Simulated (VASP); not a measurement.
Here is a VASP 6.6.1 calculation.

INCAR

```
SYSTEM = ZnS
  PREC = Accurate
  ENCUT = 520
  EDIFF = 1E-6
  ISMEAR = -1
  SIGMA = 0.02
  LREAL = .False.
  LASPH = .True.
  NELM = 80
  ALGO = Normal
  ISIF = 2
  LWAVE = .False.
  LCHARG = .True.
  GGA = PE
  LELF = .True.
  LVHAR = .True.
  NBANDS = 16
```

KPOINTS

```
regular mesh
0
Gamma
  8 8 8
  0 0 0
```

Contents of POSCAR:

```
ZnS
1.0
    0.0000000000      2.7210266899      2.6626130293
    2.7210266899      0.0000000000      2.6626130293
    2.7210266899      2.7210266899      0.0000000000
Zn S
1 1
Direct
    0.0000000000      0.0000000000      0.0000000000
    0.2500000000      0.2500000000      0.2500000000
```

Potentials or basis: VASP PAW PBE potentials, release 64 (Zn, S).

Run with:

```bash
$ cat potpaw_PBE.64/Zn/POTCAR potpaw_PBE.64/S/POTCAR > POTCAR
$ mpirun -np 1 vasp_std > vasp.out
```

(1) Predict the pressure.

(2) Estimate the band gap on the k mesh.

## Answers

(1) 1.8 GPa.

(2) 2.07 eV, direct.

Caveat: the cell differs from its parent crystal (epitaxial xy strain +1.0%).
